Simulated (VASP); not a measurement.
Wanted: the native input for a VASP 6.6.1 run.

```yaml
Task: single point
Functional: LDA
Potentials_or_basis: VASP PAW PBE potentials, release 64 (Lu)
Cutoff: 520 eV
k_mesh: 13 × 13 × 13
Occupations: fermi-dirac, width 0.1 eV
Spin: no spin polarisation
Dipole_correction: no
Further_INCAR_settings: ALGO = Normal; EDIFF = 1e-07; NBANDS = 18
```

The structure of Lu lies in POSCAR:

```
Lu
1.0
   -1.8718843180      1.8718843180      1.8718843180
    1.8718843180     -1.8718843180      1.8718843180
    1.8718843180      1.8718843180     -1.8718843180
Lu
1
Direct
    0.0000000000      0.0000000000      0.0000000000
```

The input as run:

INCAR

```
PREC = Accurate
ENCUT = 520
EDIFF = 1E-7
ISMEAR = -1
SIGMA = 0.1
LREAL = False
LASPH = True
NELM = 80
ALGO = Normal
ISIF = 2
LWAVE = False
LCHARG = False
GGA = CA
NBANDS = 18
```

KPOINTS

```
Automatic mesh
0
Gamma
  13 13 13
```

Potentials or basis: VASP PAW PBE potentials, release 64 (Lu).

The run is started by

```sh
$ cat potpaw_PBE.64/Lu/POTCAR > POTCAR
$ mpirun -np 1 vasp_std > vasp.out
```

Results of the run:

* Pressure: 0.2 GPa

Caveat: the PAW data sets were made with another functional, which shifts forces and pressure a little.

It took 23 s on 1 thread of Intel(R) Xeon(R) Platinum 8488C (Sapphire Rapids), on a shared host, peak memory 0.16 GiB.
